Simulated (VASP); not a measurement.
**W: single point with r2SCAN**

The system is W.

```
CELL_PARAMETERS angstrom
-1.67717 1.67717 1.51744
1.67717 -1.67717 1.51744
1.67717 1.67717 -1.51744
ATOMIC_POSITIONS crystal
W 0.00000 0.00000 0.00000
```

This cell differs from its parent crystal: strain +0.050 along x and y, -0.050 along z.

| Quantity | Value |
| --- | --- |
| Program | VASP 6.6.1 |
| Task | single point |
| Functional | r2SCAN |
| Potentials or basis | VASP PAW PBE potentials, release 64 (W_sv) |
| Cutoff | 520 eV |
| k mesh | 20 × 20 × 20 |
| Occupations | gaussian, width 0.15 eV |
| Spin | no spin polarisation |
| Dipole correction | no |
| Further INCAR settings | ALGO = Normal; EDIFF = 1e-06; NBANDS = 13 |

```yaml
Pressure: -17.1 GPa
Band_gap_on_the_k_mesh: zero (bands 7 and 8 overlap by 5.79 eV)
```

Stress tensor (GPa, compression positive):
```
-26.95   0.00   0.00
  0.00 -26.95   0.00
  0.00   0.00   2.57
```

Levels at points of the mesh, in eV from the Fermi level:
```
           k point  band 3  band 4  band 5  band 6  band 7  band 8  band 9  band 10  band 11  band 12
(0.00, 0.00, 0.00)  -39.20  -39.13   -9.70   -1.99   -0.60   -0.60    1.38     3.17    14.51    14.51
(0.50, 0.00, 0.00)  -39.56  -39.23   -6.04   -3.79    0.61    2.21    4.01     5.63    10.75    11.73
(0.50, 0.50, 0.00)  -39.42  -39.16   -6.15   -2.38   -0.20    1.03    2.64     5.52     9.96    12.38
(0.50, 0.50, 0.50)  -40.01  -39.74   -5.52   -5.32    4.73    4.73    5.06     7.02     7.02     9.95
```

Run time: 5.2 min on 1 thread of Intel(R) Xeon(R) Platinum 8259CL CPU @ 2.50GHz (Skylake/Cascade Lake) (shared host), peak memory 0.26 GiB.

Caveat: the cell differs from its parent crystal (strain +0.050 along x and y, -0.050 along z); the stress differs along the axes, from -27 to 3 GPa; the PAW data sets were made with another functional, which shifts forces and pressure a little; spin-orbit coupling is left out, which moves the levels of the heavy elements.
